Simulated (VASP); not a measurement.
Wanted: the native input for a VASP 6.6.1 run.

```yaml
Task: single point
Functional: PBE
Potentials_or_basis: VASP PAW PBE potentials, release 64 (Ga_d, Ag)
Cutoff: 400 eV
k_mesh: 1 × 1 × 1, shifted
Occupations: fermi-dirac, width 0.0862 eV
Spin: no spin polarisation
Dipole_correction: no
Mended: yes
Further_INCAR_settings: LREAL = Auto; ALGO = Normal; EDIFF = 1e-06; NBANDS = 166; ISYM = -1
```

The structure of Ga2Ag lies in POSCAR:

```
Ga2Ag
1.0
    7.7150060000      0.0517530000      0.0629260000
    0.0517530000      7.5648100000      0.4256210000
    0.0629260000      0.4256210000      7.8264860000
Ga Ag
16 8
Direct
    0.5655269985      0.2768458572      0.3403872744
    0.0367232655      0.3831840401      0.6840076092
    0.4237045641      0.7423703808      0.9662754834
    0.3246003572      0.4589771301      0.4235109975
    1.0213218173      1.0459816032      0.6811868784
    0.1774848516      0.1730702324      0.9161300822
    0.1164271926      0.8238067869      0.9614791663
    0.9081466805      0.7164712280      0.6265832152
    0.3262348586      0.0230885819      0.5379049244
    0.9034976838      0.5135568529      0.3763283961
    0.8340397426      0.9269166376      1.0114366817
    0.2111154404      0.1756020076      0.2778371350
    0.8877273560      0.2846080156      0.1794457589
    0.5745257397      0.6251094033      0.5436096997
    0.5070300665      0.3383357549      0.8954820623
    0.4738668214      0.0419959457      0.0932557855
    0.6189154577      0.7243041866      0.2344121044
    0.2626912182      0.6387549939      0.7024789098
    0.7240144436      0.3012154706      0.6607669186
    0.7554481622      0.5712441703      0.9137605503
    0.2479331687      0.4875246512      0.0685289449
    0.1906927281      0.7810880126      0.3020660879
    0.6025068204      0.9331673146      0.6785121765
    0.8512438250     -0.0232621557      0.3458930985
```

One way to write it, as run:

INCAR

```
SYSTEM = Ga2Ag
ALGO = Normal
EDIFF = 1E-6
ENCUT = 400
GGA = PE
GGA_COMPAT = .False.
ISIF = 2
ISMEAR = -1
ISYM = -1
LASPH = .True.
LCHARG = .False.
LREAL = Auto
LWAVE = .False.
NBANDS = 166
NELM = 120
PREC = Accurate
SIGMA = 0.0862
```

KPOINTS

```
explicit points
1
Reciprocal
  0.25000000   0.25000000   0.25000000 1
```

Potentials or basis: VASP PAW PBE potentials, release 64 (Ga_d, Ag).

The run is started by

```sh
$ cat potpaw_PBE.64/Ga_d/POTCAR potpaw_PBE.64/Ag/POTCAR > POTCAR
$ mpirun -np 1 vasp_std > vasp.out
```

It gave:

- Pressure: 4.4 GPa
- Largest force: 1.616 eV/Å

Caveat: the atoms stand as in a frame of molecular dynamics.

Wall time 2.5 min on 1 thread of AMD EPYC 7R13 Processor (Zen 3) (shared host), peak memory 0.32 GiB.
